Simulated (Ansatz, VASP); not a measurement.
## One calculation of C, two programs

```
C
1.0
     0.00000    1.78340    1.78340
     1.78340    0.00000    1.78340
     1.78340    1.78340    0.00000
C
2
Direct
  0.50000 0.50000 0.53172
  0.75000 0.75000 0.75000
```

Alike in both runs: task electric field gradients; functional PBE; k mesh 20 × 20 × 20; occupations fermi-dirac, width 0.08 eV; no spin polarisation.

```csv
,VASP,Ansatz
version,VASP 6.6.1,Ansatz 0.2.0
potentials or method,"VASP PAW PBE potentials, release 64 (C)","PAW with Ansatz's default frozen-core files, scalar-relativistic"
plane-wave cutoff (eV),520,420
valence electrons in the cell,8,8
```

```tsv
	VASP	Ansatz	Ansatz less VASP
pressure (GPa)	4.7	4.0	-0.67
traceless stress, the component that is largest in VASP (GPa)	2.58	2.37	-0.208
rms of the force components (eV/Å)	1.725	1.717	-0.0082
size of Vzz on the site where it differs most (V/Å²)	4.5	2.8	-1.66
```

Atom by atom the forces differ by 0.008 eV/Å (rms over components).
